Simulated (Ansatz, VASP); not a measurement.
Mo3P4 in VASP and in Ansatz

INCAR

```
PREC = Accurate ; ENCUT = 600
EDIFF = 1E-7 ; ISMEAR = 0
SIGMA = 0.1 ; LREAL = False
LASPH = True ; NELM = 60
ALGO = Normal ; ISIF = 3
LWAVE = False ; LCHARG = False
GGA = PE ; IBRION = 2
NSW = 100 ; EDIFFG = -0.01
```

KPOINTS

```
regular mesh
0
Gamma
  8 8 8
```

POSCAR

```
Mo3P4
1.0
    4.8282492182      0.0000000000      0.0000000000
    0.0000000000      4.8282492182      0.0000000000
    0.0000000000      0.0000000000      4.8282492182
Mo P
3 4
Direct
    0.0000000000      0.5000000000      0.5000000000
    0.5000000000      0.0000000000      0.5000000000
    0.5000000000      0.5000000000      0.0000000000
    0.5000000000      0.0000000000      0.0000000000
    0.0000000000      0.5000000000      0.0000000000
    0.0000000000      0.0000000000      0.5000000000
    0.0000000000      0.0000000000      0.0000000000
```

Input for Ansatz:

```yaml
crystal:
  lattice:
    - [4.8282492182, 0.0, 0.0]
    - [0.0, 4.8282492182, 0.0]
    - [0.0, 0.0, 4.8282492182]
  atoms:
    - { symbol: Mo, position: [0.0, 0.5, 0.5] }
    - { symbol: Mo, position: [0.5, 0.0, 0.5] }
    - { symbol: Mo, position: [0.5, 0.5, 0.0] }
    - { symbol: P, position: [0.5, 0.0, 0.0] }
    - { symbol: P, position: [0.0, 0.5, 0.0] }
    - { symbol: P, position: [0.0, 0.0, 0.5] }
    - { symbol: P, position: [0.0, 0.0, 0.0] }
basis:
  ecutwfc: 420
kpoints:
  mp_grid: { grid: [8, 8, 8] }
hamiltonian:
  xc: pbe
scf:
  occupations: { method: gaussian, width: 0.1 }
output:
  forces: true
  stress: true
  eigenvalues: true
  write_density: true
  write_potential: true
  elf: true
  volumetric_format: npy
relax:
  adjacent_minimum: "off"
  f_tol: 0.01
  max_steps: 80
  cell: { stress_tol: 0.05 }
```

Alike in both runs: task relaxation of cell and atoms; functional PBE; k mesh 8 × 8 × 8; occupations gaussian, width 0.1 eV; no spin polarisation.

|  | VASP | Ansatz |
| --- | --- | --- |
| version | VASP 6.6.1 | Ansatz 0.2.0 |
| potentials or method | VASP PAW PBE potentials, release 64 (Mo_sv, P), cutoff 600 eV | scalar-relativistic, plane waves, PAW |
| valence electrons in the cell | 62 | 62 |

```tsv
	VASP	Ansatz	Ansatz less VASP
gap on the k mesh at the Fermi level, each at its own relaxed structure (eV)	none	none	-
relaxed volume (Å³/atom)	16.03	16.04	+0.006
relaxed cell length with the largest relative difference (Å)	4.824	4.824	+0.0006
```

A gap of «none» marks a metal or a gap that the smearing closes.
